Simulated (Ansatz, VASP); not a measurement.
**TiN in VASP and in Ansatz**

```
CELL_PARAMETERS angstrom
0.00000 2.12050 2.12050
2.12050 0.00000 2.12050
2.12050 2.12050 0.00000
ATOMIC_POSITIONS crystal
Ti 0.00000 0.00000 0.00000
N 0.50000 0.50000 0.50000
```

Alike in both runs: task single point; functional PBEsol; k mesh 8 × 8 × 8; occupations fermi-dirac, width 0.1 eV; collinear spin; Hubbard terms Ti d U = 3.0 eV.

|  | VASP | Ansatz |
| --- | --- | --- |
| version | VASP 6.6.1 | Ansatz 0.2.0 |
| potentials or method | VASP PAW PBE potentials, release 64 (Ti_sv, N), cutoff 520 eV | PAW, plane waves, scalar-relativistic |
| valence electrons in the cell | 17 | 17 |

|  | VASP | Ansatz | Ansatz less VASP |
| --- | --- | --- | --- |
| pressure (GPa) | 2.6 | -2.8 | -5.50 |
| net moment per atom (μB) | 0.00 | 0.00 | 0.000 |

VASP's potentials were made for PBE, not for PBEsol. The programs project onto different local orbitals, so the same U acts differently, and such runs can settle in different states. Ansatz's warnings: filled band counts differ across k points, seeded moment not kept.
